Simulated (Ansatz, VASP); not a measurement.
# Two plane-wave programs on CaZr

```
CELL_PARAMETERS angstrom
3.26625 0.00000 0.00000
0.00000 3.26625 0.00000
0.00000 0.00000 5.31363
ATOMIC_POSITIONS crystal
Ca 0.50000 0.50000 0.50000
Zr 0.00000 0.00000 0.00000
```

Alike in both runs: functional PBE; k mesh 18 × 18 × 10; occupations gaussian, width 0.1 eV; no spin polarisation.

Ansatz relaxed the structure, and its values are those at the end. VASP's run is a single point on that final structure, the one shown.

```csv
,VASP,Ansatz
version,VASP 6.6.1,Ansatz 0.2.0
potentials or method,"VASP PAW PBE potentials, release 64 (Ca_sv, Zr_sv), cutoff 520 eV","scalar-relativistic, plane waves, PAW"
valence electrons in the cell,22,22
```

|  | VASP | Ansatz | Ansatz less VASP |
| --- | --- | --- | --- |
| gap on the k mesh at the Fermi level (eV) | none | none | - |
| pressure (GPa) | 0.0 | 0.0 | -0.03 |

A gap of «none» marks a metal or a gap that the smearing closes. With one functional, cell and mesh, what is left measures potentials, basis and numerics.
